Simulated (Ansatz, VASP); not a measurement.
One calculation of Nb2Sn2S, two programs

Contents of INCAR:

```
SYSTEM = Nb2Sn2S
ALGO = Normal ; EDIFF = 1E-6
EDIFFG = -0.01 ; ENCUT = 600
GGA = PE ; IBRION = 2
ISIF = 3 ; ISMEAR = 0
LASPH = .True. ; LCHARG = .False.
LREAL = .False. ; LWAVE = .False.
NELM = 60 ; NSW = 100
PREC = Accurate ; SIGMA = 0.1
```

The input KPOINTS:

```
k-points
0
Gamma
  10 10 6
  0 0 0
```

POSCAR

```
Nb2Sn2S
1.0
    3.7779360727      0.0000000000      0.0000000000
    0.0000000000      3.7779360727      0.0000000000
    0.0000000000      0.0000000000      7.7290922566
Nb Sn S
2 2 1
Direct
    0.0000000000      0.5000000000      0.5000000000
    0.5000000000      0.0000000000      0.5000000000
    0.5000000000      0.5000000000      0.1905112787
    0.5000000000      0.5000000000      0.8094887213
    0.0000000000      0.0000000000      0.0000000000
```

Input for Ansatz:

```yaml
crystal:
  lattice:
    - [3.7779360727, 0.0, 0.0]
    - [0.0, 3.7779360727, 0.0]
    - [0.0, 0.0, 7.7290922566]
  atoms:
    - { symbol: Nb, position: [0.0, 0.5, 0.5] }
    - { symbol: Nb, position: [0.5, 0.0, 0.5] }
    - { symbol: Sn, position: [0.5, 0.5, 0.1905112787] }
    - { symbol: Sn, position: [0.5, 0.5, 0.8094887213] }
    - { symbol: S, position: [0.0, 0.0, 0.0] }
basis:
  ecutwfc: 420
kpoints:
  mp_grid: { grid: [10, 10, 6] }
hamiltonian:
  xc: pbe
scf:
  occupations: { method: gaussian, width: 0.1 }
output:
  forces: true
  stress: true
  eigenvalues: true
  write_density: true
  write_potential: true
  elf: true
  volumetric_format: npy
relax:
  adjacent_minimum: "off"
  f_tol: 0.01
  max_steps: 80
  cell: { stress_tol: 0.05 }
```

Change from the starting cell: species swapped into the LaMg2Si2 type (P4/mmm, No. 123).

Alike in both runs: task relaxation of cell and atoms; functional PBE; k mesh 10 × 10 × 6; occupations gaussian, width 0.1 eV; no spin polarisation.

```csv
,VASP,Ansatz
version,VASP 6.6.1,Ansatz 0.2.0
potentials or method,"VASP PAW PBE potentials, release 64 (Nb_sv, Sn_d, S), cutoff 600 eV","scalar-relativistic, plane waves, PAW"
valence electrons in the cell,60,60
```

```tsv
	VASP	Ansatz	Ansatz less VASP
gap on the k mesh at the Fermi level, each at its own relaxed structure (eV)	none	none	-
relaxed volume (Å³/atom)	22.31	22.31	-0.002
relaxed length of the cell vector where the two differ most in proportion (Å)	8.143	8.136	-0.0073
```

A gap of «none» marks a metal or a gap that the smearing closes.
